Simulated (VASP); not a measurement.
Al2Au: single point with PBE

Crystal: Al2Au.

```
Al Au
1.0
     0.00000    2.91135    2.91135
     2.91135    0.00000    2.91135
     2.91135    2.91135    0.00000
Al Au
2 1
Cartesian
  1.4557 1.4557 1.4557
  4.3670 4.3670 4.3670
  0.0000 0.0000 0.0000
```

This cell differs from its parent crystal: strained.

```
Program                : VASP 6.6.1
Task                   : single point
Functional             : PBE
Potentials or basis    : VASP PAW PBE potentials, release 64 (Al, Au)
Cutoff                 : 520 eV
k mesh                 : 12 × 12 × 12
Occupations            : gaussian, width 0.1 eV
Spin                   : no spin polarisation
Dipole correction      : no
Further INCAR settings : ALGO = Fast; EDIFF = 1e-06; NBANDS = 16
```

| Property | Result |
| --- | --- |
| Pressure | 16.4 GPa |

Levels at points of the mesh, in eV from the Fermi level:
| k point | band 5 | band 6 | band 7 | band 8 | band 9 | band 10 | band 11 | band 12 | band 13 | band 14 |
| --- | --- | --- | --- | --- | --- | --- | --- | --- | --- | --- |
| (0.00, 0.00, 0.00) | -6.08 | -6.08 | 2.89 | 2.96 | 2.96 | 2.96 | 4.32 | 4.32 | 4.32 | 6.00 |
| (0.50, 0.00, 0.00) | -5.93 | -5.93 | -5.82 | 0.29 | 0.29 | 3.44 | 4.10 | 4.10 | 4.34 | 9.14 |
| (0.50, 0.50, 0.00) | -6.21 | -5.71 | -5.34 | -2.35 | -2.35 | 1.79 | 2.13 | 7.66 | 10.59 | 10.59 |

Run time: 84 s on 1 thread of AMD EPYC 7R43 64-Core Processor (Zen 3), on a shared host, peak memory 0.17 GiB.

Caveat: the cell differs from its parent crystal (strained); spin-orbit coupling is left out, which moves the levels of the heavy elements.
